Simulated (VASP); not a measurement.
# Cl2 in VASP: notebook

Aim: see how the results for Cl2 move with the level of theory and the settings. Levels: PBE, PBE0. Tasks: single point.

All numbers are computed with VASP 6.6.1; they aren't measurements. Logs are shortened: lines on timing, memory, paths and dates and some standing lists are left out, and cuts for length are marked.

### 1 The cell of the first run

The cell holds a molecule in a box, 2 atoms: a = 12.000 Å, b = 12.300 Å, c = 12.600 Å, α = 90.00°, β = 90.00°, γ = 90.00°.

### 2 Single point, PBE

INCAR reads:

```
PREC = Accurate
ENCUT = 400
EDIFF = 1E-6
ISMEAR = -1
SIGMA = 0.01
LREAL = F
LASPH = T
NELM = 120
ALGO = Normal
ISIF = 2
LWAVE = F
LCHARG = T
GGA = PE
LELF = T
LVHAR = T
NBANDS = 14
GGA_COMPAT = F
NELMDL = -8
```

KPOINTS reads:

```
regular mesh
0
Gamma
  1 1 1
```

POSCAR reads:

```
Cl
1.0
   12.0000000000      0.0000000000      0.0000000000
    0.0000000000     12.3000000000      0.0000000000
    0.0000000000      0.0000000000     12.6000000000
Cl
2
Direct
    0.5000000000      0.5000000000      0.4204911421
    0.5000000000      0.5000000000      0.5795088579
```

Potentials or basis: VASP PAW PBE potentials, release 64 (Cl).

Launch:

```
cat potpaw_PBE.64/Cl/POTCAR > POTCAR
mpirun -np 1 vasp_gam > vasp.out
```

OUTCAR:

```text
PREC = Accurate
   ENCUT = 400
   EDIFF = 1E-6
   ISMEAR = -1
   LREAL = F
   LASPH = T
   NELM = 120
   ISIF = 2
   GGA = PE
   NELMDL = -8

 ion  position               nearest neighbor table
   1  0.500  0.500  0.420-   2 2.00
   2  0.500  0.500  0.580-   1 2.00

  LATTYP: Found a simple orthorhombic cell.
 ALAT       =    12.0000000000
 B/A-ratio  =     1.0250000000
 C/A-ratio  =     1.0500000000

  Lattice vectors:

 A1 = (  12.0000000000,   0.0000000000,   0.0000000000)
 A2 = (   0.0000000000,  12.3000000000,   0.0000000000)
 A3 = (   0.0000000000,   0.0000000000,  12.6000000000)

Analysis of symmetry for initial positions (statically):
=====================================================================
 Subroutine PRICEL returns:
 Original cell was already a primitive cell.

 Routine SETGRP: Setting up the symmetry group for a
 simple orthorhombic supercell.

 Subroutine GETGRP returns: Found  8 space group operations
 (whereof  8 operations were pure point group operations)
 out of a pool of  8 trial point group operations.

The static configuration has the point symmetry D_2h.

Analysis of symmetry for dynamics (positions and initial velocities):
=====================================================================
 Subroutine PRICEL returns:
 Original cell was already a primitive cell.

 Routine SETGRP: Setting up the symmetry group for a
 simple orthorhombic supercell.

 Subroutine GETGRP returns: Found  8 space group operations
 (whereof  8 operations were pure point group operations)
 out of a pool of  8 trial point group operations.

The dynamic configuration has the point symmetry D_2h.

 Subroutine INISYM returns: Found  8 space group operations
 (whereof  8 operations are pure point group operations),
 and found     1 'primitive' translations

----------------------------------------------------------------------------------------

                                     Primitive cell

  volume of cell :    1859.7600

  direct lattice vectors                    reciprocal lattice vectors
    12.000000000  0.000000000  0.000000000     0.083333333  0.000000000  0.000000000
     0.000000000 12.300000000  0.000000000     0.000000000  0.081300813  0.000000000
     0.000000000  0.000000000 12.600000000     0.000000000  0.000000000  0.079365079

  length of vectors
    12.000000000 12.300000000 12.600000000     0.083333333  0.081300813  0.079365079

  position of ions in fractional coordinates (direct lattice)
     0.500000000  0.500000000  0.420491142
     0.500000000  0.500000000  0.579508858

  ion indices of the primitive-cell ions
   primitive index   ion index
                 1           1
                 2           2

----------------------------------------------------------------------------------------

 KPOINTS: regular mesh

Automatic generation of k-mesh.
 Grid dimensions read from file:
 generate k-points for:    1    1    1

 Generating k-lattice:

  Cartesian coordinates                     Fractional coordinates (reciprocal lattice)
     0.083333333  0.000000000  0.000000000     1.000000000  0.000000000  0.000000000
     0.000000000  0.081300813  0.000000000     0.000000000  1.000000000  0.000000000
     0.000000000  0.000000000  0.079365079     0.000000000  0.000000000  1.000000000

  Length of vectors
     0.083333333  0.081300813  0.079365079

  Shift w.r.t. Gamma in fractional coordinates (k-lattice)
     0.000000000  0.000000000  0.000000000

 Subroutine IBZKPT returns following result:
 ===========================================

 Found      1 irreducible k-points:

 Following reciprocal coordinates:
            Coordinates               Weight
  0.000000  0.000000  0.000000      1.000000
   k-points           NKPTS =      1   k-points in BZ     NKDIM =      1   number of bands    NBANDS=     14
   number of dos      NEDOS =    301   number of ions     NIONS =      2
   total plane-waves  NPLWV = 537600
   dimension x,y,z NGX =    80 NGY =   80 NGZ =   84
   dimension x,y,z NGXF=   160 NGYF=  160 NGZF=  168
   ions per type =               2
   NGX,Y,Z   is equivalent  to a cutoff of  11.08, 10.81, 11.08 a.u.
   NGXF,Y,Z  is equivalent  to a cutoff of  22.17, 21.63, 22.17 a.u.
 SYSTEM =  unknown system
   PREC   = accura    normal or accurate (medium, high low for compatibility)
   ISTART =      0    job   : 0-new  1-cont  2-samecut
   ICHARG =      2    charge: 1-file 2-atom 10-const
   ISPIN  =      1    spin polarized calculation?
   LNONCOLLINEAR =      F non collinear calculations
   LSORBIT =      F    spin-orbit coupling
   LASPH  =      T    aspherical Exc in radial PAW
   ENCUT  =  400.0 eV  29.40 Ry    5.42 a.u.  19.57 20.06 20.55*2*pi/ulx,y,z
   NELM   =    120;   NELMIN=  2; NELMDL= -8     # of ELM steps
   EDIFF  = 0.1E-05   stopping-criterion for ELM
   LREAL  =      F    real-space projection
   EDIFFG = 0.1E-04   stopping-criterion for IOM
   NSW    =      0    number of steps for IOM
   IBRION =     -1    ionic relax: 0-MD 1-quasi-New 2-CG
   NFREE  =      0    steps in history (QN), initial steepest desc. (CG)
   ISIF   =      2    stress and relaxation
   ISYM   =      2    0-nonsym 1-usesym 2-fastsym
   POTIM  = 0.5000    time-step for ionic-motion
   TEBEG  =    0.0;   TEEND  =   0.0 temperature during run
   PSTRESS=    0.0 pullay stress
   NELECT =      14.0000    total number of electrons
   NUPDOWN=      -1.0000    fix difference up-down
   EMIN   =  10.00;   EMAX   =-10.00  energy-range for DOS
   EFERMI =   0.00;   METHOD = LEGACY
   ISMEAR =    -1;   SIGMA  =   0.01  broadening in eV -4-tet -1-fermi 0-gaus
   EFERMI_NEDOS =   21; number of points for ismear=-14 and -15
   IALGO  =     38    algorithm
   IMIX   =      4    mixing-type and parameters
     AMIX     =   0.40;   BMIX     =  1.00
     AMIX_MAG =   1.60;   BMIX_MAG =  1.00
  volume/ion in A,a.u.               =     929.88      6275.14
  Fermi-wavevector in a.u.,A,eV,Ry     =   0.320847  0.606314  1.400625  0.102943
  Thomas-Fermi vector in A             =   1.207823
   LORBIT       =      0    0 simple, 1 ext, 2 COOP (PROOUT), +10 PAW based schemes
   GGA     = PE    functional components
   LHFCALC =     F    Hartree Fock is set to
   AEXX    =    0.0000 exact exchange contribution
   IVDW    =     0    specifies the selected vdW correction
   LEPSILON=     F    determine dielectric tensor
   LRPA    =     F    only Hartree local field effects (RPA)
 non-spin polarized calculation
  energy-cutoff  :      400.00
  volume of cell :     1859.76
 maximum number of plane-waves:     16898
 NGX is ok and might be reduce to    80
   NGX = 39   NGY = 41   NGZ = 41

 number of electron      13.9999995 magnetization

 Free energy of the ion-electron system (eV)
  ---------------------------------------------------
  ext. energy  EPLUGINS =         0.00000000
  ---------------------------------------------------
  free energy    TOTEN  =        -3.59752989 eV

  energy without entropy =       -3.59752989  energy(sigma->0) =       -3.59752989

 E-fermi :  -6.8312     XC(G=0):  -0.5299

 val. band max:       -7.1251445264   @ k =   0.0000   0.0000   0.0000
 cond. band min:      -4.1275179582   @ k =   0.0000   0.0000   0.0000
 fundamental gap:      2.9976265682
 Fermi energy:        -6.8312060353

 k-point     1 :       0.0000    0.0000    0.0000
  band No.  band energies     occupation
      1     -23.2793      2.00000
      2     -19.1255      2.00000
      3     -11.7552      2.00000
      4      -9.7354      2.00000
      5      -9.7354      2.00000
      6      -7.1252      2.00000
      7      -7.1251      2.00000
      8      -4.1275      0.00000
      9      -0.3305      0.00000
     10       0.6306      0.00000
     11       0.7116      0.00000
     12       0.7837      0.00000
     13       0.8212      0.00000
     14       0.9128      0.00000

------------------------ aborting loop because EDIFF is reached ----------------------------------------

  FORCE on cell =-STRESS in cart. coord.  units (eV):
  Direction    XX          YY          ZZ          XY          YZ          ZX
  --------------------------------------------------------------------------------------
  -------------------------------------------------------------------------------------
  Total       -0.0226714     -0.0217275     -0.3979108     -0.0000000      0.0000000      0.0000000
  in kB       -0.0195314     -0.0187182     -0.3427989     -0.0000000      0.0000000      0.0000000
  external PRESSURE =      -0.1270161 kB  Pullay stress =       0.0000000 kB

 VOLUME and BASIS-vectors are now :
 -----------------------------------------------------------------------------
  energy-cutoff  :      400.00
  volume of cell :     1859.76
      direct lattice vectors                 reciprocal lattice vectors
    12.000000000  0.000000000  0.000000000     0.083333333  0.000000000  0.000000000
     0.000000000 12.300000000  0.000000000     0.000000000  0.081300813  0.000000000
     0.000000000  0.000000000 12.600000000     0.000000000  0.000000000  0.079365079

 POSITION                                       TOTAL-FORCE (eV/Angst)
 -----------------------------------------------------------------------------------
      6.00000      6.15000      5.29819         0.000000      0.000000      0.184743
      6.00000      6.15000      7.30181         0.000000      0.000000     -0.184743
 -----------------------------------------------------------------------------------
    total drift:                                0.000000      0.000000      0.000000

  FREE ENERGIE OF THE ION-ELECTRON SYSTEM (eV)
  ---------------------------------------------------
  free  energy   TOTEN  =        -3.5975298899 eV

  energy  without entropy=       -3.5975298899  energy(sigma->0) =       -3.59752989
```

Wall time 1.9 min (1 thread of Intel Xeon Platinum 8259CL at 2.50GHz (Skylake/Cascade Lake), shared host); peak memory 0.84 GiB.

Results:

```
Free energy                     : -3.5975 eV
Largest force                   : 0.185 eV/Å
Gap between the frontier levels : 3.00 eV
```

Forces on the atoms (eV/Å):
```
Cl   0.000  0.000  0.185
Cl   0.000  0.000 -0.185
```

Levels at points of the mesh, in eV from the valence-band top:
| k point | band 3 | band 4 | band 5 | band 6 | band 7 | band 8 | band 9 | band 10 | band 11 | band 12 |
| --- | --- | --- | --- | --- | --- | --- | --- | --- | --- | --- |
| (0.00, 0.00, 0.00) | -4.63 | -2.61 | -2.61 | 0.00 | 0.00 | 3.00 | 6.79 | 7.76 | 7.84 | 7.91 |

### 3 Single point, PBE

INCAR reads:

```
SYSTEM = Cl
PREC = Accurate
ENCUT = 400
EDIFF = 1E-6
ISMEAR = -1
SIGMA = 0.01
LREAL = .FALSE.
LASPH = .TRUE.
NELM = 120
ALGO = Normal
ISIF = 2
LWAVE = .FALSE.
LCHARG = .TRUE.
GGA = PE
LELF = .TRUE.
LVHAR = .TRUE.
NBANDS = 14
GGA_COMPAT = .FALSE.
NELMDL = -8
```

KPOINTS reads:

```
Automatic mesh
0
G
  1 1 1
  0 0 0
```

POSCAR is that of step 2.

Potentials or basis: VASP PAW PBE potentials, release 64 (Cl).

Launch:

```
cat potpaw_PBE.64/Cl/POTCAR > POTCAR
mpirun -np 1 vasp_gam > vasp.out
```

OUTCAR:

```text
SYSTEM = Cl
   PREC = Accurate
   ENCUT = 400
   EDIFF = 1E-6
   ISMEAR = -1
   LREAL = .FALSE.
   LASPH = .TRUE.
   NELM = 120
   ISIF = 2
   GGA = PE
   NELMDL = -8

 ion  position               nearest neighbor table
   1  0.500  0.500  0.420-   2 2.00
   2  0.500  0.500  0.580-   1 2.00

  LATTYP: Found a simple orthorhombic cell.
 ALAT       =    12.0000000000
 B/A-ratio  =     1.0250000000
 C/A-ratio  =     1.0500000000

  Lattice vectors:
[... 177 lines left out ...]
     14       0.9128      0.00000

------------------------ aborting loop because EDIFF is reached ----------------------------------------

  FORCE on cell =-STRESS in cart. coord.  units (eV):
  Direction    XX          YY          ZZ          XY          YZ          ZX
  --------------------------------------------------------------------------------------
  -------------------------------------------------------------------------------------
  Total       -0.0226714     -0.0217275     -0.3979108     -0.0000000      0.0000000      0.0000000
  in kB       -0.0195314     -0.0187182     -0.3427989     -0.0000000      0.0000000      0.0000000
  external PRESSURE =      -0.1270161 kB  Pullay stress =       0.0000000 kB

 VOLUME and BASIS-vectors are now :
 -----------------------------------------------------------------------------
  energy-cutoff  :      400.00
  volume of cell :     1859.76
      direct lattice vectors                 reciprocal lattice vectors
    12.000000000  0.000000000  0.000000000     0.083333333  0.000000000  0.000000000
     0.000000000 12.300000000  0.000000000     0.000000000  0.081300813  0.000000000
     0.000000000  0.000000000 12.600000000     0.000000000  0.000000000  0.079365079

 POSITION                                       TOTAL-FORCE (eV/Angst)
 -----------------------------------------------------------------------------------
      6.00000      6.15000      5.29819         0.000000      0.000000      0.184743
      6.00000      6.15000      7.30181         0.000000      0.000000     -0.184743
 -----------------------------------------------------------------------------------
    total drift:                                0.000000      0.000000      0.000000

  FREE ENERGIE OF THE ION-ELECTRON SYSTEM (eV)
  ---------------------------------------------------
  free  energy   TOTEN  =        -3.5975298899 eV

  energy  without entropy=       -3.5975298899  energy(sigma->0) =       -3.59752989
```

OSZICAR:

```text
N       E                     dE             d eps       ncg     rms          rms(c)
DAV:   1     0.158956180431E+03    0.15896E+03   -0.23564E+03    28   0.440E+02
DAV:   2     0.489626769435E+02   -0.10999E+03   -0.10827E+03    50   0.675E+01
DAV:   3    -0.155488921458E+01   -0.50518E+02   -0.50420E+02    48   0.782E+01
[... 15 lines left out ...]
DAV:  19    -0.359749735545E+01   -0.67614E-04   -0.31116E-06    48   0.747E-03    0.701E-03
DAV:  20    -0.359751930469E+01   -0.21949E-04   -0.68912E-07    36   0.356E-03    0.180E-03
DAV:  21    -0.359752521657E+01   -0.59119E-05   -0.62773E-08    40   0.125E-03    0.314E-03
DAV:  22    -0.359752921908E+01   -0.40025E-05   -0.69999E-08    40   0.126E-03    0.352E-04
DAV:  23    -0.359752988988E+01   -0.67080E-06   -0.33976E-10    20   0.442E-04
   1 F= -.35975299E+01 E0= -.35975299E+01  d E =-.208539E-12
```

stdout:

```text
POSCAR found type information on POSCAR Cl
 POSCAR found :  1 types and       2 ions
 scaLAPACK will be used
 LDA part: xc-table for (Slater+PW92), standard interpolation
 POSCAR, INCAR and KPOINTS ok, starting setup
 FFT: planning ... GRIDC
 FFT: planning ... GRID_SOFT
 FFT: planning ... GRID
 WAVECAR not read
 entering main loop
```

Wall time 2 min (1 thread of Intel Xeon Platinum 8259CL at 2.50GHz (Skylake/Cascade Lake), shared host); peak memory 0.83 GiB.

What came out:

```yaml
Free_energy: -3.5975 eV
Largest_force: 0.185 eV/Å
Gap_between_the_frontier_levels: 3.00 eV
```

Forces on the atoms (eV/Å):
```
Cl   0.000  0.000  0.185
Cl   0.000  0.000 -0.185
```

[end of part 1 of 2]
